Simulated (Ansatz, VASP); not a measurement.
**MgO in VASP and in Ansatz**

```
Mg O
1.0
     0.00000    2.10217    2.10217
     2.10217    0.00000    2.10217
     2.10217    2.10217    0.00000
Mg O
1 1
Direct
  0.00000 0.00000 0.00000
  0.50000 0.50000 0.50000
```

Alike in both runs: task single point; functional r2SCAN; k mesh 10 × 10 × 10; no spin polarisation.

```csv
,VASP,Ansatz
version,VASP 6.6.1,Ansatz 0.2.0
potentials or method,"VASP PAW PBE potentials, release 64 (Mg, O)","plane waves, PAW"
plane-wave cutoff (eV),520,500
occupations,"gaussian, width 0.01 eV",fixed
valence electrons in the cell,8,16
```

Ansatz gave:

| Item | Value |
| --- | --- |
| gap on the k mesh at the Fermi level (eV) | 5.68 |
| pressure (GPa) | 0.0 |

**Question.** Which values does VASP return?

**Answer.** gap on the k mesh at the Fermi level (eV): 5.66; pressure (GPa): -1.1.

VASP's potentials were made for PBE, not for r2SCAN. VASP's potentials hold 8 valence electrons a cell and Ansatz's 16, so a difference there can come from the potentials and not from the codes.
